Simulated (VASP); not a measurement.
Cr:

```
Cr
1.0
    -1.43313    1.43313    1.43313
     1.43313   -1.43313    1.43313
     1.43313    1.43313   -1.43313
Cr
1
Direct
  0.00000 0.00000 0.00000
```

```yaml
Program: VASP 6.6.1
Task: relaxation of cell and atoms
Functional: PBE
Potentials_or_basis: VASP PAW PBE potentials, release 64 (Cr_pv)
Cutoff: 600 eV
k_mesh: 20 × 20 × 20
Occupations: gaussian, width 0.1 eV
Spin: no spin polarisation
```

At the start: pressure -5.3 GPa; volume 11.77 Å³/atom.

Task: How do energy, volume and symmetry change on relaxing?

Result: Over 3 steps the energy falls by 4.2 meV/atom and the volume is 11.53 Å³/atom (-2.1 %); space group Im-3m (No. 229, to 0.1 Å) before and after.

The path:
| step | energy change (eV) | largest force (eV/Å) | pressure (GPa) | volume (Å³) |
| --- | --- | --- | --- | --- |
| 1 | 0.0000 | 0.0000 | -5.32 | 11.77 |
| 2 | 0.0079 | 0.0000 | 9.95 | 11.12 |
| 3 | -0.0042 | 0.0000 | -0.07 | 11.53 |

Final structure:
```
Cr
1.0
    -1.42299    1.42299    1.42299
     1.42299   -1.42299    1.42299
     1.42299    1.42299   -1.42299
Cr
1
Direct
  0.00000 0.00000 0.00000
```

Caveat: the run has no spin polarisation, though such a crystal can be magnetic.
